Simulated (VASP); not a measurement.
Runs of VASP 6.6.1 on BN. The structure is that of space group Fmm2 (No. 42), or close to it. The cells are those of the table. 

```tsv
task	level	potentials or basis	cell	cutoff (eV)	gap on the mesh (eV)	pressure (GPa)	relaxed volume (Å³/atom)
relaxation of cell and atoms	BLYP+D3(BJ)	VASP PAW PBE potentials, release 64 (B, N)	relaxed from a = 4.112, b = 2.502, c = 3.713 Å, angles 80.3, 36.8, 62.9°, 2 atoms	600	3.50	-0.1	8.74
single point	r2SCAN+D4	VASP PAW PBE potentials, release 64 (B, N)	a = 3.972, b = 2.497, c = 3.559 Å, angles 79.9, 38.2, 61.9°, 2 atoms	660	(d)	0.4	-
single point	BLYP+D3(BJ)	VASP PAW PBE potentials, release 64 (B, N)	a = 3.896, b = 2.504, c = 3.472 Å, angles 79.6, 39.2, 61.2°, 2 atoms	600	3.54	-0.5	-
relaxation of cell and atoms	LDA	VASP PAW LDA potentials, release 64 (B, N)	relaxed from a = 4.112, b = 2.502, c = 3.713 Å, angles 80.3, 36.8, 62.9°, 2 atoms	600	(b)	0.0	8.71
relaxation of cell and atoms	r2SCAN+D4	VASP PAW PBE potentials, release 64 (B, N)	relaxed from a = 4.112, b = 2.502, c = 3.713 Å, angles 80.3, 36.8, 62.9°, 2 atoms	660	(a)	0.0	(c)
single point	LDA	VASP PAW LDA potentials, release 64 (B, N)	a = 3.922, b = 2.487, c = 3.507 Å, angles 79.8, 38.6, 61.6°, 2 atoms	600	3.37	0.3	-
```

Alike in all rows: no spin polarisation; k mesh 10 × 10 × 10; smearing gaussian 0.01 eV.

Fill in the values left out.

(a) 4.12; (b) 3.30; (c) 8.98; (d) 4.16.

Caveats: the PAW data sets were made with another functional, which shifts forces and pressure a little (at least some runs).

A k mesh can miss the band edges.
